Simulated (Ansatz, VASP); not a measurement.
# HfN: VASP beside Ansatz

```
Hf N
1.0
     0.00000    2.43353    2.43353
     2.70731    0.00000    2.43353
     2.70731    2.43353    0.00000
Hf N
1 1
Direct
  0.00000 0.00000 0.00000
  0.75000 0.75000 0.75000
```

Change from the starting cell: strain +0.1125 x Voigt [1, 0, 0, 0, 0, 0], atoms carried along.

Alike in both runs: task single point; functional PBEsol; k mesh 22 × 22 × 22; occupations gaussian, width 0.15 eV; no spin polarisation.

|  | VASP | Ansatz |
| --- | --- | --- |
| version | VASP 6.6.1 | Ansatz 0.2.0 |
| potentials or method | VASP PAW PBE potentials, release 64 (Hf_pv, N), cutoff 520 eV | scalar-relativistic, plane waves, PAW |
| valence electrons in the cell | 15 | 31 |

```csv
,VASP,Ansatz,Ansatz less VASP
gap on the k mesh at the Fermi level (eV),none,none,-
pressure (GPa),-18.7,-17.7,+0.98
"traceless stress, the component that is largest in VASP (GPa)",-11.55,-11.49,+0.060
```

VASP's potentials were made for PBE, not for PBEsol. A gap of «none» marks a metal or a gap that the smearing closes. VASP's potentials hold 15 valence electrons a cell and Ansatz's 31, so a difference there can come from the potentials and not from the codes.

Neither program's run includes spin-orbit coupling.
